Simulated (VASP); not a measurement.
A run of VASP 6.6.1:

INCAR

```
SYSTEM = BiTe
PREC = Accurate
ENCUT = 520
EDIFF = 1E-7
ISMEAR = 0
SIGMA = 0.15
LREAL = .FALSE.
LASPH = .TRUE.
NELM = 80
ALGO = Normal
ISIF = 2
LWAVE = .FALSE.
LCHARG = .FALSE.
GGA = PE
NBANDS = 18
```

KPOINTS

```
regular mesh
0
G
  14 14 14
  0 0 0
```

File POSCAR:

```
BiTe
1.0
    0.0000000000      3.1864750000      3.3320500000
    3.1864750000      0.0000000000      3.3320500000
    3.1864750000      3.1864750000      0.0000000000
Bi Te
1 1
Direct
    0.0000000000      0.0000000000      0.0000000000
    0.5000000000      0.5000000000      0.5000000000
```

Potentials or basis: VASP PAW PBE potentials, release 64 (Bi_d, Te).

Command:

```bash
$ cat potpaw_PBE.64/Bi_d/POTCAR potpaw_PBE.64/Te/POTCAR > POTCAR
$ mpirun -np 1 vasp_std > vasp.out
```

Hardware: 1 thread of Intel(R) Xeon(R) Platinum 8124M CPU @ 3.00GHz (Skylake/Cascade Lake), on a shared host.

Estimate the wall time of this run.

It took 2.8 min on 1 thread of Intel(R) Xeon(R) Platinum 8124M CPU @ 3.00GHz (Skylake/Cascade Lake), with other jobs on the host, peak memory 0.43 GiB. Counts: scf iterations 12, k points 244.
